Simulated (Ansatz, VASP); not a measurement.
## Two plane-wave programs on Cr3N

INCAR

```
ALGO = Fast ; EDIFF = 1E-6
EDIFFG = -0.01 ; ENCUT = 600
GGA = PE ; IBRION = 2
ISIF = 3 ; ISMEAR = 0
ISPIN = 2 ; LASPH = True
LCHARG = False ; LMAXMIX = 4
LORBIT = 11 ; LREAL = False
LWAVE = False ; MAGMOM = -1.5 1.39 1.39 -0.2
NELM = 150 ; NSW = 100
PREC = Accurate ; SIGMA = 0.1
```

Contents of KPOINTS:

```
k-points
0
Gamma
  14 14 14
```

POSCAR

```
Cr3N
1.0
    0.0000000000      2.7534972610      2.7534972610
    2.7534972610      0.0000000000      2.7534972610
    2.7534972610      2.7534972610      0.0000000000
Cr N
3 1
Direct
    0.5000000000      0.5000000000      0.5000000000
    0.2500000000      0.2500000000      0.2500000000
    0.7500000000      0.7500000000      0.7500000000
    0.0000000000      0.0000000000      0.0000000000
```

Input for Ansatz:

```yaml
crystal:
  lattice:
    - [0.0, 2.753497261, 2.753497261]
    - [2.753497261, 0.0, 2.753497261]
    - [2.753497261, 2.753497261, 0.0]
  atoms:
    - { symbol: Cr, position: [0.5, 0.5, 0.5], spin: -1.5 }
    - { symbol: Cr, position: [0.25, 0.25, 0.25], spin: 1.39 }
    - { symbol: Cr, position: [0.75, 0.75, 0.75], spin: 1.39 }
    - { symbol: "N", position: [0.0, 0.0, 0.0], spin: -0.2 }
basis:
  ecutwfc: 420
kpoints:
  mp_grid: { grid: [14, 14, 14] }
hamiltonian:
  xc: pbe
scf:
  occupations: { method: gaussian, width: 0.1 }
output:
  forces: true
  stress: true
  eigenvalues: true
  populations: true
  write_density: true
  write_potential: true
  elf: true
  volumetric_format: npy
magnetization:
  spin_polarized: true
relax:
  adjacent_minimum: "off"
  f_tol: 0.01
  max_steps: 80
  cell: { stress_tol: 0.05 }
```

Change from the starting cell: species swapped into the LaMg3 type (Fm-3m, No. 225).

Alike in both runs: task relaxation of cell and atoms; functional PBE; k mesh 14 × 14 × 14; occupations gaussian, width 0.1 eV; collinear spin.

|  | VASP | Ansatz |
| --- | --- | --- |
| version | VASP 6.6.1 | Ansatz 0.2.0 |
| potentials or method | VASP PAW PBE potentials, release 64 (Cr_pv, N), cutoff 600 eV | scalar-relativistic, plane waves, PAW |
| valence electrons in the cell | 41 | 47 |

Ansatz gave:

* gap on the k mesh at the Fermi level, each at its own relaxed structure (eV): none
* net moment per atom (μB): 0.22
* size of the moment on the site where the two differ most (μB): 1.26
* relaxed volume (Å³/atom): 10.35
* relaxed length of the cell vector where the two differ most in proportion (Å): 3.883

Problem. Estimate VASP's values.

Solution. gap on the k mesh at the Fermi level, each at its own relaxed structure (eV): none; net moment per atom (μB): 0.22; size of the moment on the site where the two differ most (μB): 1.39; relaxed volume (Å³/atom): 10.35; relaxed length of the cell vector where the two differ most in proportion (Å): 3.883.

Site moments also hang on the region over which each program counts them. A gap of «none» marks a metal or a gap that the smearing closes. VASP's potentials hold 41 valence electrons a cell and Ansatz's 47, so a difference there can come from the potentials and not from the codes.
